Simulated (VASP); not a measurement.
# SiC (m.b) (F-43m) in VASP: single point with PBE

Aim: the single point of SiC (m.b) with PBE.

Everything below comes from runs of VASP 6.6.1. Logs are shortened: lines on timing, memory, paths and dates and some standing lists are left out, and cuts for length are marked.

### Step 1. The cell of the first run

Symmetry: F-43m, No. 216, cubic system. Conventional cell: a = 4.380 Å, b = 4.380 Å, c = 4.380 Å, α = 90.00°, β = 90.00°, γ = 90.00°. Within 2.5 Å of Si (site symmetry -43m) lie 4 C at 1.90 Å. C (site symmetry -43m) has 4 Si at 1.90 Å within 2.5 Å.

### Step 2. Single point, PBE

File INCAR:

```
PREC = Accurate ; ENCUT = 600
EDIFF = 1E-6 ; ISMEAR = 0
SIGMA = 0.02 ; LREAL = F
LASPH = T ; NELM = 120
ALGO = Normal ; ISIF = 2
LWAVE = F ; LCHARG = F
GGA = PE ; NBANDS = 11
GGA_COMPAT = F
```

File KPOINTS:

```
Automatic mesh
0
Gamma
  10 10 10
```

File POSCAR:

```
SiC
1.0
    0.0000000000      2.1898586794      2.1898586794
    2.1898586794      0.0000000000      2.1898586794
    2.1898586794      2.1898586794      0.0000000000
Si C
1 1
Direct
    0.0000000000      0.0000000000      0.0000000000
    0.2500000000      0.2500000000      0.2500000000
```

Potentials or basis: VASP PAW PBE potentials, release 64 (Si, C).

Started as:

```console
> cat potpaw_PBE.64/Si/POTCAR potpaw_PBE.64/C/POTCAR > POTCAR
> mpirun -np 1 vasp_std > vasp.out
```

OUTCAR:

```text
PREC = Accurate
   ENCUT = 600
   EDIFF = 1E-6
   ISMEAR = 0
   LREAL = F
   LASPH = T
   NELM = 120
   ISIF = 2
   GGA = PE

 ion  position               nearest neighbor table
   1  0.000  0.000  0.000-   2 1.90   2 1.90   2 1.90   2 1.90
   2  0.250  0.250  0.250-   1 1.90   1 1.90   1 1.90   1 1.90

  LATTYP: Found a face centered cubic cell.
 ALAT       =     4.3797173588

  Lattice vectors:

 A1 = (   0.0000000000,   2.1898586794,   2.1898586794)
 A2 = (   2.1898586794,   0.0000000000,   2.1898586794)
 A3 = (   2.1898586794,   2.1898586794,   0.0000000000)

Analysis of symmetry for initial positions (statically):
=====================================================================
 Subroutine PRICEL returns:
 Original cell was already a primitive cell.

 Routine SETGRP: Setting up the symmetry group for a
 face centered cubic supercell.

 Subroutine GETGRP returns: Found 24 space group operations
 (whereof 24 operations were pure point group operations)
 out of a pool of 48 trial point group operations.

The static configuration has the point symmetry T_d .

Analysis of symmetry for dynamics (positions and initial velocities):
=====================================================================
 Subroutine PRICEL returns:
 Original cell was already a primitive cell.

 Routine SETGRP: Setting up the symmetry group for a
 face centered cubic supercell.

 Subroutine GETGRP returns: Found 24 space group operations
 (whereof 24 operations were pure point group operations)
 out of a pool of 48 trial point group operations.

The dynamic configuration has the point symmetry T_d .

 Subroutine INISYM returns: Found 24 space group operations
 (whereof 24 operations are pure point group operations),
 and found     1 'primitive' translations

----------------------------------------------------------------------------------------

                                     Primitive cell

  volume of cell :      21.0029

  direct lattice vectors                    reciprocal lattice vectors
     0.000000000  2.189858679  2.189858679    -0.228325236  0.228325236  0.228325236
     2.189858679  0.000000000  2.189858679     0.228325236 -0.228325236  0.228325236
     2.189858679  2.189858679  0.000000000     0.228325236  0.228325236 -0.228325236

  length of vectors
     3.096927844  3.096927844  3.096927844     0.395470910  0.395470910  0.395470910

  position of ions in fractional coordinates (direct lattice)
     0.000000000  0.000000000  0.000000000
     0.250000000  0.250000000  0.250000000

  ion indices of the primitive-cell ions
   primitive index   ion index
                 1           1
                 2           2

----------------------------------------------------------------------------------------

 KPOINTS: Automatic mesh

Automatic generation of k-mesh.
 Grid dimensions read from file:
 generate k-points for:   10   10   10

 Generating k-lattice:

  Cartesian coordinates                     Fractional coordinates (reciprocal lattice)
    -0.022832524  0.022832524  0.022832524     0.100000000  0.000000000  0.000000000
     0.022832524 -0.022832524  0.022832524     0.000000000  0.100000000  0.000000000
     0.022832524  0.022832524 -0.022832524     0.000000000  0.000000000  0.100000000

  Length of vectors
     0.039547091  0.039547091  0.039547091

  Shift w.r.t. Gamma in fractional coordinates (k-lattice)
     0.000000000  0.000000000  0.000000000

 Subroutine IBZKPT returns following result:
 ===========================================

 Found     47 irreducible k-points:

 Following reciprocal coordinates:
            Coordinates               Weight
  0.000000  0.000000  0.000000      1.000000
  0.100000  0.000000  0.000000      8.000000
  0.200000  0.000000  0.000000      8.000000
  0.300000  0.000000  0.000000      8.000000
  0.400000  0.000000  0.000000      8.000000
  0.500000  0.000000  0.000000      4.000000
[... 16 lines left out ...]
  0.300000  0.300000  0.000000      6.000000
  0.400000  0.300000  0.000000     24.000000
 [... further k-points ...]
   k-points           NKPTS =     47   k-points in BZ     NKDIM =     47   number of bands    NBANDS=     11
   number of dos      NEDOS =    301   number of ions     NIONS =      2
   total plane-waves  NPLWV =  21952
   dimension x,y,z NGX =    28 NGY =   28 NGZ =   28
   dimension x,y,z NGXF=    56 NGYF=   56 NGZF=   56
   ions per type =               1   1
   NGX,Y,Z   is equivalent  to a cutoff of  15.03, 15.03, 15.03 a.u.
   NGXF,Y,Z  is equivalent  to a cutoff of  30.06, 30.06, 30.06 a.u.
 SYSTEM =  unknown system
   PREC   = accura    normal or accurate (medium, high low for compatibility)
   ISTART =      0    job   : 0-new  1-cont  2-samecut
   ICHARG =      2    charge: 1-file 2-atom 10-const
   ISPIN  =      1    spin polarized calculation?
   LNONCOLLINEAR =      F non collinear calculations
   LSORBIT =      F    spin-orbit coupling
   LASPH  =      T    aspherical Exc in radial PAW
   ENCUT  =  600.0 eV  44.10 Ry    6.64 a.u.   6.19  6.19  6.19*2*pi/ulx,y,z
   NELM   =    120;   NELMIN=  2; NELMDL= -5     # of ELM steps
   EDIFF  = 0.1E-05   stopping-criterion for ELM
   LREAL  =      F    real-space projection
[... 7 lines left out ...]
   TEBEG  =    0.0;   TEEND  =   0.0 temperature during run
   PSTRESS=    0.0 pullay stress
   NELECT =       8.0000    total number of electrons
   NUPDOWN=      -1.0000    fix difference up-down
   EMIN   =  10.00;   EMAX   =-10.00  energy-range for DOS
   EFERMI =   0.00;   METHOD = LEGACY
   ISMEAR =     0;   SIGMA  =   0.02  broadening in eV -4-tet -1-fermi 0-gaus
   EFERMI_NEDOS =   21; number of points for ismear=-14 and -15
   IALGO  =     38    algorithm
   IMIX   =      4    mixing-type and parameters
     AMIX     =   0.40;   BMIX     =  1.00
     AMIX_MAG =   1.60;   BMIX_MAG =  1.00
  volume/ion in A,a.u.               =      10.50        70.87
  Fermi-wavevector in a.u.,A,eV,Ry     =   1.186712  2.242561 19.160892  1.408286
  Thomas-Fermi vector in A             =   2.322879
   LORBIT       =      0    0 simple, 1 ext, 2 COOP (PROOUT), +10 PAW based schemes
   GGA     = PE    functional components
   LHFCALC =     F    Hartree Fock is set to
   AEXX    =    0.0000 exact exchange contribution
   IVDW    =     0    specifies the selected vdW correction
   LEPSILON=     F    determine dielectric tensor
   LRPA    =     F    only Hartree local field effects (RPA)
 non-spin polarized calculation
 Gauss-broadening in eV      SIGMA  =   0.02
  energy-cutoff  :      600.00
  volume of cell :       21.00
 maximum number of plane-waves:       725
 NGX is ok and might be reduce to    28
   NGX = 13   NGY = 13   NGZ = 13

 number of electron       8.0000000 magnetization

 Free energy of the ion-electron system (eV)
  ---------------------------------------------------
  ext. energy  EPLUGINS =         0.00000000
  ---------------------------------------------------
  free energy    TOTEN  =       -15.06218825 eV

  energy without entropy =      -15.06218825  energy(sigma->0) =      -15.06218825

 E-fermi :   8.0346     XC(G=0): -11.2912

 val. band max:        7.9397602703   @ k =   0.0000   0.0000   0.0000
 cond. band min:       9.3107927004   @ k =   0.5000   0.5000   0.0000
 fundamental gap:      1.3710324301
 Fermi energy:         8.0346103977

 k-point     1 :       0.0000    0.0000    0.0000
  band No.  band energies     occupation
      1      -7.3468      2.00000
      2       7.9398      2.00000
      3       7.9398      2.00000
      4       7.9398      2.00000
      5      13.9986      0.00000
      6      15.1449      0.00000
      7      15.1449      0.00000
      8      15.1449      0.00000
      9      22.3603      0.00000
     10      22.3603      0.00000
     11      24.1904      0.00000

 k-point     2 :       0.1000    0.0000    0.0000
  band No.  band energies     occupation
      1      -7.1537      2.00000
      2       6.9332      2.00000
      3       7.8065      2.00000
      4       7.8065      2.00000
      5      14.2816      0.00000
      6      15.3860      0.00000
      7      15.3860      0.00000
      8      15.3998      0.00000
      9      21.4264      0.00000
     10      21.4264      0.00000
     11      24.0911      0.00000

 k-point     3 :       0.2000    0.0000    0.0000
  band No.  band energies     occupation
      1      -6.5833      2.00000
      2       4.8280      2.00000
      3       7.5008      2.00000
      4       7.5008      2.00000
      5      14.0118      0.00000
      6      15.7485      0.00000
      7      15.7485      0.00000
      8      16.5845      0.00000
      9      20.7663      0.00000
     10      20.7663      0.00000
     11      23.2149      0.00000

 k-point     4 :       0.3000    0.0000    0.0000
  band No.  band energies     occupation
      1      -5.6715      2.00000
      2       2.5379      2.00000
      3       7.1859      2.00000
      4       7.1859      2.00000
      5      13.6035      0.00000
      6      15.6305      0.00000
      7      15.6305      0.00000
      8      17.5762      0.00000
      9      21.5625      0.00000
     10      21.5625      0.00000
     11      22.9278      0.00000
[... 239 lines left out ...]
 k-point    22 :      -0.2000    0.2000    0.0000
  band No.  band energies     occupation
      1      -5.3654      2.00000
      2       3.1626      2.00000
      3       4.7520      2.00000
      4       7.2927      2.00000
      5      14.4258      0.00000
      6      15.8201      0.00000
      7      16.2214      0.00000
      8      16.9763      0.00000
      9      19.4076      0.00000
     10      23.2144      0.00000
     11      26.9255      0.00000

 k-point    23 :       0.3000    0.3000    0.0000
  band No.  band energies     occupation
      1      -5.1021      2.00000
      2       3.5859      2.00000
      3       5.5989      2.00000
      4       5.5989      2.00000
      5      11.0843      0.00000
      6      13.4960      0.00000
      7      19.3283      0.00000
      8      19.3283      0.00000
      9      20.1792      0.00000
     10      24.9168      0.00000
     11      29.4719      0.00000

 k-point    24 :       0.4000    0.3000    0.0000
  band No.  band energies     occupation
      1      -4.2452      2.00000
      2       2.3764      2.00000
      3       4.8186      2.00000
      4       5.3388      2.00000
      5      10.7986      0.00000
      6      13.5029      0.00000
      7      19.4023      0.00000
      8      19.7310      0.00000
      9      21.5332      0.00000
     10      25.8803      0.00000
     11      28.9673      0.00000

 [... further k-points ...]

------------------------ aborting loop because EDIFF is reached ----------------------------------------

  FORCE on cell =-STRESS in cart. coord.  units (eV):
  Direction    XX          YY          ZZ          XY          YZ          ZX
  --------------------------------------------------------------------------------------
  -------------------------------------------------------------------------------------
  Total       -0.0237598     -0.0237598     -0.0237598      0.0000000     -0.0000000      0.0000000
  in kB       -1.8124849     -1.8124849     -1.8124849      0.0000000     -0.0000000      0.0000000
  external PRESSURE =      -1.8124849 kB  Pullay stress =       0.0000000 kB

 VOLUME and BASIS-vectors are now :
 -----------------------------------------------------------------------------
  energy-cutoff  :      600.00
  volume of cell :       21.00
      direct lattice vectors                 reciprocal lattice vectors
     0.000000000  2.189858679  2.189858679    -0.228325236  0.228325236  0.228325236
     2.189858679  0.000000000  2.189858679     0.228325236 -0.228325236  0.228325236
     2.189858679  2.189858679  0.000000000     0.228325236  0.228325236 -0.228325236

 POSITION                                       TOTAL-FORCE (eV/Angst)
 -----------------------------------------------------------------------------------
      0.00000      0.00000      0.00000        -0.000000     -0.000000     -0.000000
      1.09493      1.09493      1.09493         0.000000      0.000000      0.000000
 -----------------------------------------------------------------------------------
    total drift:                               -0.000000     -0.000000     -0.000000

  FREE ENERGIE OF THE ION-ELECTRON SYSTEM (eV)
  ---------------------------------------------------
  free  energy   TOTEN  =       -15.0621882538 eV

  energy  without entropy=      -15.0621882538  energy(sigma->0) =      -15.06218825
```

It took 6.7 s on 1 thread of Intel Xeon 6975P-C (Granite Rapids), shared host; peak memory 0.15 GiB.

What came out:

```
Free energy            : -15.0622 eV
Pressure               : -0.2 GPa
Band gap on the k mesh : 1.37 eV, indirect (least direct gap 4.53 eV)
```

A k mesh can miss the band edges. As with any semilocal functional, this PBE gap is likely too small.
